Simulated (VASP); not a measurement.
# ZnS (I-43m) in VASP: further runs

ZnS is run at these levels: PBE; tasks: single point, relaxation of cell and atoms.

All numbers are computed with VASP 6.6.1; they aren't measurements. Logs are shortened: lines on timing, memory, paths and dates and some standing lists are left out, and cuts for length are marked.

**1. The cell of the first run**

Symmetry: I-43m, No. 217, cubic system. Conventional cell: a = 7.430 Å, b = 7.430 Å, c = 7.430 Å, α = 90.00°, β = 90.00°, γ = 90.00°. Within 3.0 Å of Zn (site symmetry 3m) lie 4 S at 2.27 to 2.41 Å. Within 3.0 Å of S (site symmetry 3m) lie 4 Zn at 2.27 to 2.41 Å.

**2. Single point, PBE**

Input file INCAR:

```
ALGO = Normal ; EDIFF = 1E-6
ENCUT = 500 ; GGA = PE
GGA_COMPAT = False ; ISIF = 2
ISMEAR = 0 ; LASPH = True
LCHARG = False ; LREAL = False
LWAVE = False ; NBANDS = 46
NELM = 120 ; PREC = Accurate
SIGMA = 0.01
```

Input file KPOINTS:

```
k-points
0
Gamma
  6 6 6
```

Input file POSCAR:

```
ZnS
1.0
   -3.7152225855      3.7152225855      3.7152225855
    3.7152225855     -3.7152225855      3.7152225855
    3.7152225855      3.7152225855     -3.7152225855
Zn S
4 4
Direct
    0.3142343687      0.3142343687      0.3142343687
    0.0000000000      0.0000000000      0.6857656313
    0.0000000000      0.6857656313      0.0000000000
    0.6857656313      0.0000000000      0.0000000000
    0.6670882828      0.6670882828      0.6670882828
    0.0000000000      0.0000000000      0.3329117172
    0.0000000000      0.3329117172      0.0000000000
    0.3329117172      0.0000000000      0.0000000000
```

Potentials or basis: VASP PAW PBE potentials, release 64 (Zn, S).

Started as:

```console
$ cat potpaw_PBE.64/Zn/POTCAR potpaw_PBE.64/S/POTCAR > POTCAR
$ mpirun -np 1 vasp_std > vasp.out
```

OUTCAR:

```text
EDIFF = 1E-6
   ENCUT = 500
   GGA = PE
   ISIF = 2
   ISMEAR = 0
   LASPH = True
   LREAL = False
   NELM = 120
   PREC = Accurate

 ion  position               nearest neighbor table
   1  0.314  0.314  0.314-   5 2.27   7 2.41   8 2.41   6 2.41
   2  0.000  0.000  0.686-   6 2.27   5 2.41   7 2.41   8 2.41
   3  0.000  0.686  0.000-   7 2.27   6 2.41   5 2.41   8 2.41
   4  0.686  0.000  0.000-   8 2.27   6 2.41   7 2.41   5 2.41
   5  0.667  0.667  0.667-   1 2.27   2 2.41   3 2.41   4 2.41
   6  0.000  0.000  0.333-   2 2.27   3 2.41   4 2.41   1 2.41
   7  0.000  0.333  0.000-   3 2.27   2 2.41   1 2.41   4 2.41
   8  0.333  0.000  0.000-   4 2.27   2 2.41   3 2.41   1 2.41

  LATTYP: Found a body centered cubic cell.
 ALAT       =     7.4304451710

  Lattice vectors:

 A1 = (  -3.7152225855,   3.7152225855,   3.7152225855)
 A2 = (   3.7152225855,  -3.7152225855,   3.7152225855)
 A3 = (   3.7152225855,   3.7152225855,  -3.7152225855)

Analysis of symmetry for initial positions (statically):
=====================================================================
 Subroutine PRICEL returns:
 Original cell was already a primitive cell.

 Routine SETGRP: Setting up the symmetry group for a
 body centered cubic supercell.

 Subroutine GETGRP returns: Found 24 space group operations
 (whereof 24 operations were pure point group operations)
 out of a pool of 48 trial point group operations.

The static configuration has the point symmetry T_d .

Analysis of symmetry for dynamics (positions and initial velocities):
=====================================================================
 Subroutine PRICEL returns:
 Original cell was already a primitive cell.

 Routine SETGRP: Setting up the symmetry group for a
 body centered cubic supercell.

 Subroutine GETGRP returns: Found 24 space group operations
 (whereof 24 operations were pure point group operations)
 out of a pool of 48 trial point group operations.

The dynamic configuration has the point symmetry T_d .

 Subroutine INISYM returns: Found 24 space group operations
 (whereof 24 operations are pure point group operations),
 and found     1 'primitive' translations

----------------------------------------------------------------------------------------

                                     Primitive cell

  volume of cell :     205.1231

  direct lattice vectors                    reciprocal lattice vectors
    -3.715222585  3.715222585  3.715222585     0.000000000  0.134581439  0.134581439
     3.715222585 -3.715222585  3.715222585     0.134581439  0.000000000  0.134581439
     3.715222585  3.715222585 -3.715222585     0.134581439  0.134581439  0.000000000

  length of vectors
     6.434954280  6.434954280  6.434954280     0.190326896  0.190326896  0.190326896

  position of ions in fractional coordinates (direct lattice)
     0.314234369  0.314234369  0.314234369
     0.000000000  0.000000000  0.685765631
     0.000000000  0.685765631  0.000000000
     0.685765631  0.000000000  0.000000000
     0.667088283  0.667088283  0.667088283
     0.000000000  0.000000000  0.332911717
     0.000000000  0.332911717  0.000000000
     0.332911717  0.000000000  0.000000000

  ion indices of the primitive-cell ions
   primitive index   ion index
                 1           1
                 2           2
                 3           3
                 4           4
                 5           5
                 6           6
                 7           7
                 8           8

----------------------------------------------------------------------------------------

 KPOINTS: k-points

Automatic generation of k-mesh.
 Grid dimensions read from file:
 generate k-points for:    6    6    6

 Generating k-lattice:

  Cartesian coordinates                     Fractional coordinates (reciprocal lattice)
     0.000000000  0.022430240  0.022430240     0.166666667  0.000000000  0.000000000
     0.022430240  0.000000000  0.022430240     0.000000000  0.166666667  0.000000000
     0.022430240  0.022430240  0.000000000     0.000000000  0.000000000  0.166666667

  Length of vectors
     0.031721149  0.031721149  0.031721149

  Shift w.r.t. Gamma in fractional coordinates (k-lattice)
     0.000000000  0.000000000  0.000000000

 Subroutine IBZKPT returns following result:
 ===========================================

 Found     16 irreducible k-points:

 Following reciprocal coordinates:
            Coordinates               Weight
  0.000000  0.000000  0.000000      1.000000
  0.166667  0.000000  0.000000     12.000000
  0.333333  0.000000  0.000000     12.000000
  0.500000  0.000000  0.000000      6.000000
  0.166667  0.166667  0.000000     24.000000
  0.333333  0.166667  0.000000     48.000000
[... 8 lines left out ...]
  0.500000  0.500000  0.333333     12.000000
  0.500000  0.500000  0.500000      1.000000
   k-points           NKPTS =     16   k-points in BZ     NKDIM =     16   number of bands    NBANDS=     46
   number of dos      NEDOS =    301   number of ions     NIONS =      8
   total plane-waves  NPLWV = 110592
   dimension x,y,z NGX =    48 NGY =   48 NGZ =   48
   dimension x,y,z NGXF=    96 NGYF=   96 NGZF=   96
   ions per type =               4   4
   NGX,Y,Z   is equivalent  to a cutoff of  12.40, 12.40, 12.40 a.u.
   NGXF,Y,Z  is equivalent  to a cutoff of  24.80, 24.80, 24.80 a.u.
 SYSTEM =  unknown system
   PREC   = accura    normal or accurate (medium, high low for compatibility)
   ISTART =      0    job   : 0-new  1-cont  2-samecut
   ICHARG =      2    charge: 1-file 2-atom 10-const
   ISPIN  =      1    spin polarized calculation?
   LNONCOLLINEAR =      F non collinear calculations
   LSORBIT =      F    spin-orbit coupling
   LASPH  =      T    aspherical Exc in radial PAW
   ENCUT  =  500.0 eV  36.75 Ry    6.06 a.u.  11.73 11.73 11.73*2*pi/ulx,y,z
   NELM   =    120;   NELMIN=  2; NELMDL= -5     # of ELM steps
   EDIFF  = 0.1E-05   stopping-criterion for ELM
   LREAL  =      F    real-space projection
   EDIFFG = 0.1E-04   stopping-criterion for IOM
   NSW    =      0    number of steps for IOM
   IBRION =     -1    ionic relax: 0-MD 1-quasi-New 2-CG
   NFREE  =      0    steps in history (QN), initial steepest desc. (CG)
   ISIF   =      2    stress and relaxation
   ISYM   =      2    0-nonsym 1-usesym 2-fastsym
   POTIM  = 0.5000    time-step for ionic-motion
   TEBEG  =    0.0;   TEEND  =   0.0 temperature during run
   PSTRESS=    0.0 pullay stress
   NELECT =      72.0000    total number of electrons
   NUPDOWN=      -1.0000    fix difference up-down
   EMIN   =  10.00;   EMAX   =-10.00  energy-range for DOS
   EFERMI =   0.00;   METHOD = LEGACY
   ISMEAR =     0;   SIGMA  =   0.01  broadening in eV -4-tet -1-fermi 0-gaus
   EFERMI_NEDOS =   21; number of points for ismear=-14 and -15
   IALGO  =     38    algorithm
   IMIX   =      4    mixing-type and parameters
     AMIX     =   0.40;   BMIX     =  1.00
     AMIX_MAG =   1.60;   BMIX_MAG =  1.00
  volume/ion in A,a.u.               =      25.64       173.03
  Fermi-wavevector in a.u.,A,eV,Ry     =   1.154820  2.182293 18.144844  1.333608
  Thomas-Fermi vector in A             =   2.291453
   LORBIT       =      0    0 simple, 1 ext, 2 COOP (PROOUT), +10 PAW based schemes
   GGA     = PE    functional components
   LHFCALC =     F    Hartree Fock is set to
   AEXX    =    0.0000 exact exchange contribution
   IVDW    =     0    specifies the selected vdW correction
   LEPSILON=     F    determine dielectric tensor
   LRPA    =     F    only Hartree local field effects (RPA)
 non-spin polarized calculation
 Gauss-broadening in eV      SIGMA  =   0.01
  energy-cutoff  :      500.00
  volume of cell :      205.12
 maximum number of plane-waves:      5244
   NGX = 23   NGY = 23   NGZ = 23

 number of electron      72.0000056 magnetization

 Free energy of the ion-electron system (eV)
  ---------------------------------------------------
  ext. energy  EPLUGINS =         0.00000000
  ---------------------------------------------------
  free energy    TOTEN  =       -26.22848211 eV

  energy without entropy =      -26.22848211  energy(sigma->0) =      -26.22848211

 E-fermi :   0.1059     XC(G=0):  -8.0595

 val. band max:        0.0188294811   @ k =   0.5000   0.5000   0.5000
 cond. band min:       2.3427257552   @ k =   0.0000   0.0000   0.0000
 fundamental gap:      2.3238962741
 Fermi energy:         0.1059430189

 k-point     1 :       0.0000    0.0000    0.0000
  band No.  band energies     occupation
      1     -12.5969      2.00000
      2     -11.4371      2.00000
      3     -11.4371      2.00000
      4     -11.4371      2.00000
      5      -6.1510      2.00000
      6      -6.1510      2.00000
[... 38 lines left out ...]
     45       7.4812      0.00000
     46       7.4880      0.00000

 k-point     2 :       0.1667    0.0000    0.0000
  band No.  band energies     occupation
      1     -12.5421      2.00000
      2     -11.4849      2.00000
      3     -11.4686      2.00000
      4     -11.4380      2.00000
      5      -6.2013      2.00000
      6      -6.1581      2.00000
[... 38 lines left out ...]
     45       7.2031      0.00000
     46       7.3502      0.00000

 k-point     3 :       0.3333    0.0000    0.0000
  band No.  band energies     occupation
      1     -12.4072      2.00000
      2     -11.6157      2.00000
      3     -11.5226      2.00000
      4     -11.4399      2.00000
      5      -6.3000      2.00000
      6      -6.1736      2.00000
[... 626 lines left out ...]
     45       6.8724      0.00000
     46       6.9900      0.00000

 k-point    16 :       0.5000    0.5000    0.5000
  band No.  band energies     occupation
      1     -11.9790      2.00000
      2     -11.6985      2.00000
      3     -11.6985      2.00000
      4     -11.6985      2.00000
      5      -6.8194      2.00000
      6      -5.9509      2.00000
[... 38 lines left out ...]
     45       7.0068      0.00000
     46       7.0428      0.00000

------------------------ aborting loop because EDIFF is reached ----------------------------------------

  FORCE on cell =-STRESS in cart. coord.  units (eV):
  Direction    XX          YY          ZZ          XY          YZ          ZX
  --------------------------------------------------------------------------------------
  -------------------------------------------------------------------------------------
  Total        0.1666394      0.1666394      0.1666394      0.0000000      0.0000000      0.0000000
  in kB        1.3015883      1.3015883      1.3015883      0.0000000      0.0000000      0.0000000
  external PRESSURE =       1.3015883 kB  Pullay stress =       0.0000000 kB

 VOLUME and BASIS-vectors are now :
 -----------------------------------------------------------------------------
  energy-cutoff  :      500.00
  volume of cell :      205.12
      direct lattice vectors                 reciprocal lattice vectors
    -3.715222585  3.715222585  3.715222585     0.000000000  0.134581439  0.134581439
     3.715222585 -3.715222585  3.715222585     0.134581439  0.000000000  0.134581439
     3.715222585  3.715222585 -3.715222585     0.134581439  0.134581439  0.000000000

 POSITION                                       TOTAL-FORCE (eV/Angst)
 -----------------------------------------------------------------------------------
      1.16745      1.16745      1.16745         0.000392      0.000392      0.000392
      2.54777      2.54777     -2.54777        -0.000392     -0.000392      0.000392
      2.54777     -2.54777      2.54777        -0.000392      0.000392     -0.000392
     -2.54777      2.54777      2.54777         0.000392     -0.000392     -0.000392
      2.47838      2.47838      2.47838        -0.004517     -0.004517     -0.004517
      1.23684      1.23684     -1.23684         0.004517      0.004517     -0.004517
      1.23684     -1.23684      1.23684         0.004517     -0.004517      0.004517
     -1.23684      1.23684      1.23684        -0.004517      0.004517      0.004517
 -----------------------------------------------------------------------------------
    total drift:                               -0.000006     -0.000006     -0.000013

  FREE ENERGIE OF THE ION-ELECTRON SYSTEM (eV)
  ---------------------------------------------------
  free  energy   TOTEN  =       -26.2284821122 eV

  energy  without entropy=      -26.2284821122  energy(sigma->0) =      -26.22848211
```

Wall time 3.4 min (1 thread of Oxide Virtual Turin-like, shared host); peak memory 0.33 GiB.

Results:

```
Free energy            : -26.2285 eV
Pressure               : 0.1 GPa
Largest force          : 0.008 eV/Å
Band gap on the k mesh : 2.32 eV (least direct gap 2.34 eV)
```

Forces on the atoms (eV/Å):
```
Zn   0.000  0.000  0.000
Zn   0.000  0.000  0.000
Zn   0.000  0.000  0.000
Zn   0.000  0.000  0.000
S   -0.005 -0.005 -0.005
S    0.005  0.005 -0.005
S    0.005 -0.005  0.005
S   -0.005  0.005  0.005
```

**3. Relaxation of cell and atoms, PBE**

Input file INCAR:

```
  PREC = Accurate
  ENCUT = 500
  EDIFF = 1E-7
  ISMEAR = 0
  SIGMA = 0.01
  LREAL = False
  LASPH = True
  NELM = 120
  ALGO = Normal
  ISIF = 3
  LWAVE = False
  LCHARG = False
  GGA = PE
  IBRION = 2
  NSW = 80
  EDIFFG = -0.001
  GGA_COMPAT = False
  NELMIN = 4
```

Input file KPOINTS:

```
Automatic mesh
0
Gamma
  6 6 6
```

Input file POSCAR:

```
ZnS
1.0
   -3.7153924321      3.7153924321      3.7153924321
    3.7153924321     -3.7153924321      3.7153924321
    3.7153924321      3.7153924321     -3.7153924321
Zn S
4 4
Direct
    0.3144487051      0.3144487051      0.3144487051
    0.0000000000      0.0000000000      0.6855512949
    0.0000000000      0.6855512949      0.0000000000
    0.6855512949      0.0000000000      0.0000000000
    0.6672024195      0.6672024195      0.6672024195
    0.0000000000      0.0000000000      0.3327975805
    0.0000000000      0.3327975805      0.0000000000
    0.3327975805      0.0000000000      0.0000000000
```

Potentials or basis: VASP PAW PBE potentials, release 64 (Zn, S).

Started as:

```console
$ cat potpaw_PBE.64/Zn/POTCAR potpaw_PBE.64/S/POTCAR > POTCAR
$ mpirun -np 1 vasp_std > vasp.out
```

It took 16 min on 1 thread of Oxide Virtual Turin-like, shared host; peak memory 0.35 GiB.

It converged, with:

```yaml
Free_energy: -26.2286 eV
Relaxed_volume: 25.69 Å³/atom
Relaxed_cell: a = 6.439 Å, b = 6.439 Å, c = 6.439 Å, α = 109.47°, β = 109.47°, γ = 109.47°
Space_group_after_relaxing_to_0.1_Å: I-43m (No. 217)
Energy_gained_by_relaxing: 0.0 meV/atom
Ionic_steps: 10
Pressure_after_relaxing: 0.0 GPa
Band_gap_on_the_k_mesh: 2.31 eV (least direct gap 2.33 eV)
```

Step by step:
| step | energy change (eV) | largest force (eV/Å) | pressure (GPa) | volume (Å³) |
| --- | --- | --- | --- | --- |
| 1 | 0.0000 | 0.0082 | 0.12 | 205.15 |
| 2 | -0.0001 | 0.0110 | -0.03 | 205.71 |
| 3 | -0.0001 | 0.0098 | 0.00 | 205.55 |
| 4 | -0.0001 | 0.0097 | 0.00 | 205.56 |
| 5 | -0.0002 | 0.0051 | 0.00 | 205.57 |
| 6 | -0.0002 | 0.0082 | 0.00 | 205.58 |
| 7 | -0.0002 | 0.0050 | -0.01 | 205.59 |
| 8 | -0.0002 | 0.0020 | -0.02 | 205.61 |
| 9 | -0.0002 | 0.0005 | 0.01 | 205.53 |
| 10 | -0.0002 | 0.0004 | 0.00 | 205.55 |

Final structure:
```
Zn S
1.0
    -3.71782    3.71782    3.71782
     3.71782   -3.71782    3.71782
     3.71782    3.71782   -3.71782
Zn S
4 4
Direct
  0.31414 0.31414 0.31414
  0.00000 0.00000 0.68586
  0.00000 0.68586 0.00000
  0.68586 0.00000 0.00000
  0.66703 0.66703 0.66703
  0.00000 0.00000 0.33297
  0.00000 0.33297 0.00000
  0.33297 0.00000 0.00000
```

Levels at points of the mesh, in eV from the valence-band top:
```csv
k point,band 34,band 35,band 36,band 37,band 38,band 39
"(0.00, 0.00, 0.00)",-0.01,-0.01,-0.01,2.31,4.75,4.75
"(0.50, 0.00, 0.00)",-0.73,-0.39,-0.37,3.92,4.04,4.41
"(0.50, 0.50, 0.50)",0.00,0.00,0.00,4.08,4.10,4.10
```

A k mesh can miss the band edges.
